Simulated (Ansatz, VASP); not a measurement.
One calculation of SnO, two programs

Contents of INCAR:

```
PREC     = Accurate       # precision mode
ENCUT    = 600            # plane-wave cutoff, eV
EDIFF    = 1E-6           # SCF threshold, eV
ISMEAR   = -1             # smearing method
SIGMA    = 0.05           # smearing width, eV
LREAL    = F              # projectors in reciprocal space
LASPH    = T              # aspherical terms in the spheres
NELM     = 60             # most SCF steps
ALGO     = Normal         # electronic algorithm
ISIF     = 3              # what is computed and relaxed
LWAVE    = F              # write WAVECAR
LCHARG   = F              # write CHGCAR
IBRION   = 2              # ionic algorithm
NSW      = 60             # ionic steps
EDIFFG   = -0.01          # ionic threshold
```

File KPOINTS:

```
Automatic mesh
0
Gamma
  7 7 6
```

Contents of POSCAR:

```
SnO
1.0
    3.8136952200      0.0000000000      0.0000000000
    0.0000000000      3.8136952200      0.0000000000
    0.0000000000      0.0000000000      4.8869133000
Sn O
2 2
Direct
    0.5000000000      0.0000000000      0.7646261400
    0.0000000000      0.5000000000      0.2353738600
    0.0000000000      0.0000000000      0.0000000000
    0.5000000000      0.5000000000      0.0000000000
```

Contents of input.yaml:

```yaml
crystal:
  lattice:
    - [3.81369522, 0.0, 0.0]
    - [0.0, 3.81369522, 0.0]
    - [0.0, 0.0, 4.8869133]
  atoms:
    - { symbol: Sn, position: [0.5, 0.0, 0.76462614] }
    - { symbol: Sn, position: [0.0, 0.5, 0.23537386] }
    - { symbol: O, position: [0.0, 0.0, 0.0] }
    - { symbol: O, position: [0.5, 0.5, 0.0] }
hamiltonian:
  xc: lda
  pseudopotentials: { kind: paw }
kpoints:
  mp_grid: { grid: [7, 7, 6] }
scf:
  occupations: { method: fermi_dirac, width: 0.05 }
output:
  forces: true
  stress: true
  write_density: true
  write_potential: true
  elf: true
  volumetric_format: npy
relax:
  f_tol: 0.01
  max_steps: 40
  cell: { stress_tol: 0.05 }
```

Alike in both runs: task relaxation of cell and atoms; functional LDA; k mesh 7 × 7 × 6; occupations fermi-dirac, width 0.05 eV; no spin polarisation.

|  | VASP | Ansatz |
| --- | --- | --- |
| version | VASP 6.6.1 | Ansatz 0.2.0 |
| potentials or method | VASP PAW LDA potentials, release 64 (Sn_d, O) | Ansatz PAW |
| plane-wave cutoff (eV) | 600 | 420 |
| valence electrons in the cell | 40 | 40 |

Ansatz gave:

- relaxed volume (Å³/atom): 16.53
- relaxed cell length with the largest relative difference (Å): 4.659

**Question.** Estimate VASP's values.

**Answer.** Relaxed volume (Å³/atom): 16.38; relaxed cell length with the largest relative difference (Å): 4.623.

LDA's correlation is that of Perdew and Zunger in VASP and of Perdew and Wang (1992) in Ansatz.

Noted on Ansatz's run: odd divisions of the mesh miss points on the zone boundary, where band edges often lie, so the gap on the mesh can be too wide; the plane-wave basis is chosen anew once the cell has moved, so the energies of steps on either side of that aren't comparable.
